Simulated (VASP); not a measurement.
Write the native input for VASP 6.6.1 that does the following.

```yaml
Task: single point
Functional: PBE
Dispersion: D3(BJ)
Potentials_or_basis: VASP PAW PBE potentials, release 64 (C, Ta_pv, H)
Cutoff: 520 eV
k_mesh: 4 × 4 × 1
Occupations: gaussian, width 0.1 eV
Spin: no spin polarisation
Dipole_correction: yes
Further_INCAR_settings: ALGO = Normal; EDIFF = 1e-06; NBANDS = 117; NELMDL = -8
```

The structure of Ta6H2C7 lies in POSCAR:

```
Ta6H2C7
1.0
    6.2855222138      0.0000000000      0.0000000000
   -3.1427611069      5.4434219132      0.0000000000
    0.0000000000      0.0000000000     24.4151342461
C Ta H
14 12 4
Direct
    0.1666666667      0.3333333333      0.3276656159
    0.1666666667      0.8333333333      0.3276656159
    0.6666666667      0.3333333333      0.3276656159
    0.6666666667      0.8333333333      0.3276656159
    0.5000000000      0.5000000000      0.4327665616
    0.5000000000      0.0000000000      0.4327665616
    0.0000000000      0.5000000000      0.4327665616
    0.0000000000      0.0000000000      0.4327665616
    0.8334004729      0.6660081841      0.5396021535
    0.8333366678      0.1663488125      0.5396913543
    0.3326743159      0.6659861691      0.5396105546
    0.3336033006      0.1671787344      0.5398017758
    0.1688261787      0.8363882933      0.6548230404
    0.0488291997      0.5926039067      0.6815348688
    0.3333333333      0.1666666667      0.3802160887
    0.3333333333      0.6666666667      0.3802160887
    0.8333333333      0.1666666667      0.3802160887
    0.8333333333      0.6666666667      0.3802160887
    0.6670625281      0.3320563510      0.4868219328
    0.6669402373      0.8339439638      0.4867614580
    0.1650398514      0.3320283742      0.4868092255
    0.1669153659      0.8337388569      0.4863297987
    0.0025080995      0.5043405644      0.5903763590
    0.0017719441     -0.0030190796      0.5878754129
    0.5018904030      0.5033762490      0.5869210409
    0.4956521311     -0.0026457006      0.5878229909
    0.0775428450      0.9480612630      0.6690265816
    0.3723294909      0.9497521044      0.6687706413
    0.1707239332      0.5449393277      0.7034410699
   -0.1204669348      0.5421171240      0.7038415461
```

These files were run (other wordings do the same):

INCAR

```
SYSTEM = Ta6H2C7
ALGO = Normal
DIPOL = 0.5 0.5 0.503
EDIFF = 1E-6
ENCUT = 520
GGA = PE
GGA_COMPAT = .False.
IDIPOL = 3
ISIF = 2
ISMEAR = 0
IVDW = 12
LASPH = .True.
LCHARG = .True.
LDIPOL = .True.
LELF = .True.
LREAL = .False.
LVACPOTAV = .True.
LVHAR = .True.
LWAVE = .False.
NBANDS = 117
NELM = 120
NELMDL = -8
PREC = Accurate
SIGMA = 0.1
```

KPOINTS

```
k-points
0
Gamma
  4 4 1
  0 0 0
```

Potentials or basis: VASP PAW PBE potentials, release 64 (C, Ta_pv, H).

Launch:

```console
$ cat potpaw_PBE.64/C/POTCAR potpaw_PBE.64/Ta_pv/POTCAR potpaw_PBE.64/H/POTCAR > POTCAR
$ mpirun -np 1 vasp_std > vasp.out
```

It gave:

The largest force is 3.417 eV/Å. The band gap on the k mesh is zero (bands 96 and 97 overlap by 0.16 eV) and the dispersion energy per atom is -0.281 eV.

Caveat: spin-orbit coupling is left out, which moves the levels of the heavy elements.

It took 45 min on 1 thread of AMD EPYC 9R45 96-Core Processor (Zen 5) (shared host), peak memory 1.3 GiB.
